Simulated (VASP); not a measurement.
# BaTiO3 (Amm2) in VASP: notebook

BaTiO3 is run at these levels: PBE+U; tasks: single point.

Program: VASP 6.6.1. These are calculated values, not measurements. Logs are shortened: lines on timing, memory, paths and dates and some standing lists are left out, and cuts for length are marked.

### Step 1. The cell of the first run

It takes space group Amm2 (No. 38, orthorhombic). The conventional cell has a = 4.048 Å, b = 5.804 Å, c = 5.772 Å, α = 90.00°, β = 90.00°, γ = 90.00°. Ba (site symmetry mm2) has 12 O at 2.79 to 2.98 Å and 8 Ti at 3.47 to 3.58 Å within 3.7 Å. Ti (site symmetry mm2) has 6 O at 1.90 to 2.20 Å within 2.5 Å. Within 3.0 Å of O (site symmetry mm2) lie 2 Ti at 2.03 Å and 4 Ba at 2.79 to 2.98 Å and 8 O at 2.85 to 2.90 Å. O (site symmetry m) has 2 Ti at 1.90 to 2.20 Å within 2.5 Å.

### Step 2. Single point, PBE+U (strain +0.0100 x Voigt [1, 1, 0, 0, 0, 0])

Contents of INCAR:

```
ALGO = Normal
EDIFF = 1E-7
ENCUT = 520
GGA = PE
ISIF = 2
ISMEAR = 0
LASPH = True
LCHARG = False
LDAU = True
LDAUJ = 0 0 0
LDAUL = -1 2 -1
LDAUPRINT = 1
LDAUTYPE = 2
LDAUU = 0 4 0
LMAXMIX = 4
LREAL = False
LWAVE = False
NBANDS = 28
NELM = 150
PREC = Accurate
SIGMA = 0.05
```

Contents of KPOINTS:

```
k-points
0
Gamma
  6 6 6
```

Contents of POSCAR:

```
BaTiO3
1.0
    4.0483016693      0.0000000000      0.0000000000
    0.0000000000      2.9020142868      2.8859183788
    0.0000000000     -2.9020142868      2.8859183788
Ba Ti O
1 1 3
Direct
    0.0000000000      0.0080771845      0.0080771845
    0.5000000000      0.5197092871      0.5197092871
    0.0000000000      0.4916268390      0.4916268390
    0.5000000000      0.4938075372      0.9829991522
    0.5000000000      0.9829991522      0.4938075372
```

Potentials or basis: VASP PAW PBE potentials, release 64 (Ba_sv, Ti_sv, O).

On the command line:

```console
$ cat potpaw_PBE.64/Ba_sv/POTCAR potpaw_PBE.64/Ti_sv/POTCAR potpaw_PBE.64/O/POTCAR > POTCAR
$ mpirun -np 1 vasp_std > vasp.out
```

OUTCAR:

```text
EDIFF = 1E-7
   ENCUT = 520
   GGA = PE
   ISIF = 2
   ISMEAR = 0
   LASPH = True
   LREAL = False
   NELM = 150
   PREC = Accurate

 ion  position               nearest neighbor table
   1  0.000  0.008  0.008-   3 2.79   4 2.84   5 2.84   4 2.84   5 2.84   3 2.90   3 2.90   5 2.92
                             4 2.92   5 2.92   4 2.92   3 2.98   2 3.47   2 3.47   2 3.54   2 3.54
   2  0.500  0.520  0.520-   4 1.90   5 1.90   3 2.03   3 2.03   5 2.20   4 2.20   1 3.47   1 3.47
                             1 3.54   1 3.54   1 3.54   1 3.54   1 3.58   1 3.58
   3  0.000  0.492  0.492-   2 2.03   2 2.03   1 2.79   1 2.90   1 2.90   1 2.98
   4  0.500  0.494  0.983-   2 1.90   2 2.20   1 2.84   1 2.84   1 2.92   1 2.92
   5  0.500  0.983  0.494-   2 1.90   2 2.20   1 2.84   1 2.84   1 2.92   1 2.92

  LATTYP: Found a base centered orthorhombic cell.
 ALAT       =     5.7718367576
 B/A-ratio  =     1.0055773954
 C/A-ratio  =     0.7013888021

  Lattice vectors:

 A1 = (   0.0000000000,   2.9020142868,   2.8859183788)
 A2 = (   0.0000000000,  -2.9020142868,   2.8859183788)
 A3 = (   4.0483016693,   0.0000000000,   0.0000000000)

Analysis of symmetry for initial positions (statically):
=====================================================================
 Subroutine PRICEL returns:
 Original cell was already a primitive cell.

 Routine SETGRP: Setting up the symmetry group for a
 base centered orthorhombic supercell.

 Subroutine GETGRP returns: Found  4 space group operations
 (whereof  4 operations were pure point group operations)
 out of a pool of  8 trial point group operations.

The static configuration has the point symmetry C_2v.

Analysis of symmetry for dynamics (positions and initial velocities):
=====================================================================
 Subroutine PRICEL returns:
 Original cell was already a primitive cell.

 Routine SETGRP: Setting up the symmetry group for a
 base centered orthorhombic supercell.

 Subroutine GETGRP returns: Found  4 space group operations
 (whereof  4 operations were pure point group operations)
 out of a pool of  8 trial point group operations.

The dynamic configuration has the point symmetry C_2v.

 Subroutine INISYM returns: Found  4 space group operations
 (whereof  4 operations are pure point group operations),
 and found     1 'primitive' translations

----------------------------------------------------------------------------------------

                                     Primitive cell

  volume of cell :      67.8089

  direct lattice vectors                    reciprocal lattice vectors
     4.048301669  0.000000000  0.000000000     0.247017165  0.000000000  0.000000000
     0.000000000  2.902014287  2.885918379     0.000000000  0.172294121  0.173255073
     0.000000000 -2.902014287  2.885918379     0.000000000 -0.172294121  0.173255073

  length of vectors
     4.048301669  4.092702263  4.092702263     0.247017165  0.244341123  0.244341123

  position of ions in fractional coordinates (direct lattice)
     0.000000000  0.008077185  0.008077185
     0.500000000  0.519709287  0.519709287
     0.000000000  0.491626839  0.491626839
     0.500000000  0.493807537  0.982999152
     0.500000000  0.982999152  0.493807537

  ion indices of the primitive-cell ions
   primitive index   ion index
                 1           1
                 2           2
                 3           3
                 4           4
                 5           5

----------------------------------------------------------------------------------------

 KPOINTS: k-points

Automatic generation of k-mesh.
 Grid dimensions read from file:
 generate k-points for:    6    6    6

 Generating k-lattice:

[... 48 lines left out ...]
   ions per type =               1   1   3
   NGX,Y,Z   is equivalent  to a cutoff of  12.32, 12.19, 12.19 a.u.
   NGXF,Y,Z  is equivalent  to a cutoff of  24.64, 24.37, 24.37 a.u.
 SYSTEM =  unknown system
   PREC   = accura    normal or accurate (medium, high low for compatibility)
   ISTART =      0    job   : 0-new  1-cont  2-samecut
   ICHARG =      2    charge: 1-file 2-atom 10-const
   ISPIN  =      1    spin polarized calculation?
   LNONCOLLINEAR =      F non collinear calculations
   LSORBIT =      F    spin-orbit coupling
   LASPH  =      T    aspherical Exc in radial PAW
   ENCUT  =  520.0 eV  38.22 Ry    6.18 a.u.   7.53  7.61  7.61*2*pi/ulx,y,z
   NELM   =    150;   NELMIN=  2; NELMDL= -5     # of ELM steps
   EDIFF  = 0.1E-06   stopping-criterion for ELM
   LREAL  =      F    real-space projection
   EDIFFG = 0.1E-05   stopping-criterion for IOM
   NSW    =      0    number of steps for IOM
   IBRION =     -1    ionic relax: 0-MD 1-quasi-New 2-CG
   NFREE  =      0    steps in history (QN), initial steepest desc. (CG)
   ISIF   =      2    stress and relaxation
   ISYM   =      2    0-nonsym 1-usesym 2-fastsym
   POTIM  = 0.5000    time-step for ionic-motion
   TEBEG  =    0.0;   TEEND  =   0.0 temperature during run
   PSTRESS=    0.0 pullay stress
   NELECT =      40.0000    total number of electrons
   NUPDOWN=      -1.0000    fix difference up-down
   EMIN   =  10.00;   EMAX   =-10.00  energy-range for DOS
   EFERMI =   0.00;   METHOD = LEGACY
   ISMEAR =     0;   SIGMA  =   0.05  broadening in eV -4-tet -1-fermi 0-gaus
   EFERMI_NEDOS =   21; number of points for ismear=-14 and -15
   IALGO  =     38    algorithm
   IMIX   =      4    mixing-type and parameters
     AMIX     =   0.40;   BMIX     =  1.00
     AMIX_MAG =   1.60;   BMIX_MAG =  1.00
  volume/ion in A,a.u.               =      13.56        91.52
  Fermi-wavevector in a.u.,A,eV,Ry     =   1.372986  2.594567 25.648202  1.885090
  Thomas-Fermi vector in A             =   2.498543
   LORBIT       =      0    0 simple, 1 ext, 2 COOP (PROOUT), +10 PAW based schemes
 LDA+U is selected, type is set to LDAUTYPE =  2
   angular momentum for each species LDAUL =    -1    2   -1
   U (eV)           for each species LDAUU =   0.0  4.0  0.0
   J (eV)           for each species LDAUJ =   0.0  0.0  0.0
   GGA     = PE    functional components
   LHFCALC =     F    Hartree Fock is set to
   AEXX    =    0.0000 exact exchange contribution
   IVDW    =     0    specifies the selected vdW correction
   LEPSILON=     F    determine dielectric tensor
   LRPA    =     F    only Hartree local field effects (RPA)
 non-spin polarized calculation
 Gauss-broadening in eV      SIGMA  =   0.05
  energy-cutoff  :      520.00
  volume of cell :       67.81
 maximum number of plane-waves:      1848
   NGX = 15   NGY = 15   NGZ = 15

atom =   2  type =  2  l = 2

 onsite density matrix

spin component  1

  0.1070  0.0000  0.0000  0.0000  0.0000
  0.0000  0.2397  0.0000  0.0000  0.0000
  0.0000  0.0000  0.1348  0.0000 -0.0460
  0.0000  0.0000  0.0000  0.1055  0.0000
  0.0000  0.0000 -0.0460  0.0000  0.2077

spin component  2

  0.1070  0.0000  0.0000  0.0000  0.0000
  0.0000  0.2397  0.0000  0.0000  0.0000
  0.0000  0.0000  0.1348  0.0000 -0.0460
  0.0000  0.0000  0.0000  0.1055  0.0000
  0.0000  0.0000 -0.0460  0.0000  0.2077

 occupancies and eigenvectors

  o =  0.1055  v =  0.0000  0.0000 -0.0000  1.0000 -0.0000  0.0000  0.0000  0.0000  0.0000  0.0000      0.0000  0.0000  0.0000  0.0000  0.0000  0.0000  0.0000  0.0000  0.0000  0.0000
  o =  0.1055  v =  0.0000  0.0000  0.0000  0.0000  0.0000  0.0000  0.0000 -0.0000  1.0000 -0.0000      0.0000  0.0000  0.0000  0.0000  0.0000  0.0000  0.0000  0.0000  0.0000  0.0000
  o =  0.1070  v =  1.0000  0.0000  0.0000  0.0000  0.0000  0.0000  0.0000  0.0000  0.0000  0.0000      0.0000  0.0000  0.0000  0.0000  0.0000  0.0000  0.0000  0.0000  0.0000  0.0000
  o =  0.1070  v =  0.0000  0.0000  0.0000  0.0000  0.0000  1.0000  0.0000  0.0000  0.0000  0.0000      0.0000  0.0000  0.0000  0.0000  0.0000  0.0000  0.0000  0.0000  0.0000  0.0000
  o =  0.1125  v =  0.0000  0.0000 -0.9002 -0.0000 -0.4355  0.0000  0.0000  0.0000  0.0000  0.0000      0.0000  0.0000  0.0000  0.0000  0.0000  0.0000  0.0000  0.0000  0.0000  0.0000
  o =  0.1125  v =  0.0000  0.0000  0.0000  0.0000  0.0000  0.0000  0.0000 -0.9002 -0.0000 -0.4355      0.0000  0.0000  0.0000  0.0000  0.0000  0.0000  0.0000  0.0000  0.0000  0.0000
  o =  0.2300  v =  0.0000  0.0000  0.0000  0.0000  0.0000  0.0000  0.0000 -0.4355  0.0000  0.9002      0.0000  0.0000  0.0000  0.0000  0.0000  0.0000  0.0000  0.0000  0.0000  0.0000
  o =  0.2300  v =  0.0000  0.0000 -0.4355  0.0000  0.9002  0.0000  0.0000  0.0000  0.0000  0.0000      0.0000  0.0000  0.0000  0.0000  0.0000  0.0000  0.0000  0.0000  0.0000  0.0000
  o =  0.2397  v =  0.0000  0.0000  0.0000  0.0000  0.0000  0.0000  1.0000  0.0000  0.0000  0.0000      0.0000  0.0000  0.0000  0.0000  0.0000  0.0000  0.0000  0.0000  0.0000  0.0000
  o =  0.2397  v =  0.0000  1.0000  0.0000  0.0000  0.0000  0.0000  0.0000  0.0000  0.0000  0.0000      0.0000  0.0000  0.0000  0.0000  0.0000  0.0000  0.0000  0.0000  0.0000  0.0000

 number of electron      39.9999996 magnetization

 Free energy of the ion-electron system (eV)
  ---------------------------------------------------
  ext. energy  EPLUGINS =         0.00000000
  ---------------------------------------------------
  free energy    TOTEN  =       -37.32186093 eV

  energy without entropy =      -37.32186093  energy(sigma->0) =      -37.32186093

 E-fermi :   3.7910     XC(G=0): -10.9610

 val. band max:        3.5521905878   @ k =   0.5000   0.5000   0.5000
 cond. band min:       5.9991844007   @ k =   0.0000   0.0000   0.0000
 fundamental gap:      2.4469938129
 Fermi energy:         3.7910310598

 k-point     1 :       0.0000    0.0000    0.0000
  band No.  band energies     occupation
      1     -54.1917      2.00000
      2     -30.3793      2.00000
      3     -30.3578      2.00000
      4     -30.3320      2.00000
      5     -21.4435      2.00000
      6     -13.2711      2.00000
[... 733 lines left out ...]
     27      11.4072      0.00000
     28      11.8027      0.00000

 [... further k-points ...]
[... 5 lines left out ...]
  --------------------------------------------------------------------------------------
  -------------------------------------------------------------------------------------
  Total       -0.2485528     -0.1553751      0.6465688      0.0000000      0.0000000      0.0000000
  in kB       -5.8727661     -3.6711794     15.2770285      0.0000000      0.0000000      0.0000000
  external PRESSURE =       1.9110277 kB  Pullay stress =       0.0000000 kB

 VOLUME and BASIS-vectors are now :
 -----------------------------------------------------------------------------
  energy-cutoff  :      520.00
  volume of cell :       67.81
      direct lattice vectors                 reciprocal lattice vectors
     4.048301669  0.000000000  0.000000000     0.247017165  0.000000000  0.000000000
     0.000000000  2.902014287  2.885918379     0.000000000  0.172294121  0.173255073
     0.000000000 -2.902014287  2.885918379     0.000000000 -0.172294121  0.173255073

 POSITION                                       TOTAL-FORCE (eV/Angst)
 -----------------------------------------------------------------------------------
      0.00000      0.00000      0.04662         0.000000      0.000000     -0.033582
      2.02415      0.00000      2.99968         0.000000      0.000000     -0.446498
      0.00000      0.00000      2.83759         0.000000      0.000000      0.046368
      2.02415     -1.41964      4.26194         0.000000     -0.193203      0.216856
      2.02415      1.41964      4.26194         0.000000      0.193203      0.216856
 -----------------------------------------------------------------------------------
    total drift:                                0.000000      0.000001     -0.000444

  FREE ENERGIE OF THE ION-ELECTRON SYSTEM (eV)
  ---------------------------------------------------
  free  energy   TOTEN  =       -37.3218609314 eV

  energy  without entropy=      -37.3218609314  energy(sigma->0) =      -37.32186093
```

Run time: 2 min. Hardware: 1 thread of Intel Xeon Platinum 8259CL at 2.50GHz (Skylake/Cascade Lake), shared host; peak memory 0.24 GiB.

What came out:

```
Free energy            : -37.3219 eV
Pressure               : 0.2 GPa
Largest force          : 0.446 eV/Å
Band gap on the k mesh : 2.45 eV (least direct gap 2.90 eV)
```

Forces on the atoms (eV/Å):
```
Ba   0.000  0.000 -0.034
Ti   0.000  0.000 -0.446
O    0.000  0.000  0.046
O    0.000 -0.193  0.217
O    0.000  0.193  0.217
```

Eigenvalues of the final occupation matrices:
| site | spin | trace | eigenvalues |
| --- | --- | --- | --- |
| site 2 d | 1 | 0.79 | 0.11 0.11 0.11 0.23 0.24 |
| site 2 d | 2 | 0.79 | 0.11 0.11 0.11 0.23 0.24 |

Caveat: the cell differs from its parent crystal (strain +0.0100 x Voigt [1, 1, 0, 0, 0, 0]); spin-orbit coupling is left out, which moves the levels of the heavy elements.

### Step 3. Single point, PBE+U (strain +0.0150 x Voigt [1, 1, 0, 0, 0, 0])

Contents of INCAR:

```
ALGO     = Normal         # electronic algorithm
EDIFF    = 1E-7           # SCF threshold, eV
ENCUT    = 520            # plane-wave cutoff, eV
GGA      = PE             # functional
ISIF     = 2              # what is computed and relaxed
ISMEAR   = 0              # smearing method
LASPH    = True           # aspherical terms in the spheres
LCHARG   = False          # write CHGCAR
LDAU     = True           # DFT+U
LDAUJ    = 0 0 0        
LDAUL    = -1 2 -1        # shell
LDAUPRINT= 1            
LDAUTYPE = 2            
LDAUU    = 0 4 0          # U, eV
LMAXMIX  = 4              # l up to which the mixer works
LREAL    = False          # projectors in reciprocal space
LWAVE    = False          # write WAVECAR
NBANDS   = 28             # bands
NELM     = 150            # most SCF steps
PREC     = Accurate       # precision mode
SIGMA    = 0.05           # smearing width, eV
```

KPOINTS is that of step 2.

Changes to POSCAR since step 2:

```diff
@@ -2,5 +2,5 @@
 1.0
-    4.0483016693      0.0000000000      0.0000000000
-    0.0000000000      2.9020142868      2.8859183788
-    0.0000000000     -2.9020142868      2.8859183788
+    4.0683427667      0.0000000000      0.0000000000
+    0.0000000000      2.9163806942      2.8859183788
+    0.0000000000     -2.9163806942      2.8859183788
 Ba Ti O
```

Potentials or basis: VASP PAW PBE potentials, release 64 (Ba_sv, Ti_sv, O).

On the command line:

```console
$ cat potpaw_PBE.64/Ba_sv/POTCAR potpaw_PBE.64/Ti_sv/POTCAR potpaw_PBE.64/O/POTCAR > POTCAR
$ mpirun -np 1 vasp_std > vasp.out
```

Run time: 1.9 min. Hardware: 1 thread of Intel Xeon Platinum 8259CL at 2.50GHz (Skylake/Cascade Lake), shared host; peak memory 0.24 GiB.

The run converged. Its results:

```yaml
Free_energy: -37.3167 eV
Pressure: -1.3 GPa
Largest_force: 0.379 eV/Å
Band_gap_on_the_k_mesh: 2.42 eV (least direct gap 2.89 eV)
```

Forces on the atoms (eV/Å):
```
Ba   0.000  0.000 -0.029
Ti   0.000  0.000 -0.379
O    0.000  0.000  0.062
O    0.000 -0.137  0.173
O    0.000  0.137  0.173
```

Stress tensor (GPa, compression positive):
```
-2.30  0.00  0.00
 0.00 -2.25  0.00
 0.00  0.00  0.71
```

Levels at points of the mesh, in eV from the valence-band top:
```
           k point  band 18  band 19  band 20  band 21  band 22  band 23
(0.00, 0.00, 0.00)    -0.48    -0.47    -0.46     2.42     2.48     2.59
(0.50, 0.00, 0.00)    -1.46    -1.10    -1.05     2.71     3.71     3.86
(0.00, 0.50, 0.00)    -1.63    -0.93    -0.83     2.59     3.78     3.80
(0.50, 0.50, 0.00)    -0.99    -0.96    -0.09     3.81     3.82     4.18
(0.00, 0.50, 0.50)    -0.91    -0.89    -0.21     3.82     3.83     4.13
(0.50, 0.50, 0.50)    -0.13    -0.04     0.00     4.29     4.33     4.43
```

Eigenvalues of the final occupation matrices:
| site | spin | trace | eigenvalues |
| --- | --- | --- | --- |
| site 2 d | 1 | 0.79 | 0.10 0.11 0.11 0.23 0.24 |
| site 2 d | 2 | 0.79 | 0.10 0.11 0.11 0.23 0.24 |

Caveat: the cell differs from its parent crystal (strain +0.0150 x Voigt [1, 1, 0, 0, 0, 0]); spin-orbit coupling is left out, which moves the levels of the heavy elements. A k mesh can miss the band edges.
